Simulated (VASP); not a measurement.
A run of VASP 6.6.1 is set up as follows.

INCAR

```
SYSTEM = B3N2
PREC = Accurate ; ENCUT = 600
EDIFF = 1E-7 ; ISMEAR = 0
SIGMA = 0.1 ; LREAL = .False.
LASPH = .True. ; NELM = 80
ALGO = Normal ; ISIF = 3
LWAVE = .False. ; LCHARG = .False.
GGA = PE ; IBRION = 2
NSW = 100 ; EDIFFG = -0.01
```

The input KPOINTS:

```
regular mesh
0
Gamma
  6 6 14
  0 0 0
```

Contents of POSCAR:

```
B3N2
1.0
    7.1105957939      0.0000000000      0.0000000000
    0.0000000000      7.1105957939      0.0000000000
    0.0000000000      0.0000000000      2.6474525892
B N
6 4
Direct
    0.0000000000      0.0000000000      0.0000000000
    0.5000000000      0.5000000000      0.0000000000
    0.2528261494      0.7528261494      0.5000000000
    0.2471738506      0.2528261494      0.5000000000
    0.7471738506      0.2471738506      0.5000000000
    0.7528261494      0.7471738506      0.5000000000
    0.2518096433      0.7518096433      0.0000000000
    0.2481903567      0.2518096433      0.0000000000
    0.7481903567      0.2481903567      0.0000000000
    0.7518096433      0.7481903567      0.0000000000
```

Potentials or basis: VASP PAW PBE potentials, release 64 (B, N).

Run with:

```sh
$ cat potpaw_PBE.64/B/POTCAR potpaw_PBE.64/N/POTCAR > POTCAR
$ mpirun -np 1 vasp_std > vasp.out
```

(1) What does it give for the relaxed volume?

(2) What does it give for the relaxed cell?

(3) Predict the space group after relaxing (to 0.1 Å).

(4) Estimate the band gap on the k mesh.

Answers

(1) 15.76 Å³/atom.

(2) a = 7.752 Å, b = 7.752 Å, c = 2.623 Å, α = 90.00°, β = 90.00°, γ = 90.00°.

(3) P4/mbm (No. 127).

(4) zero (bands 19 and 20 overlap by 2.99 eV).

Caveat: the volume moved by over 15 % at a fixed basis, so the end points are rough.
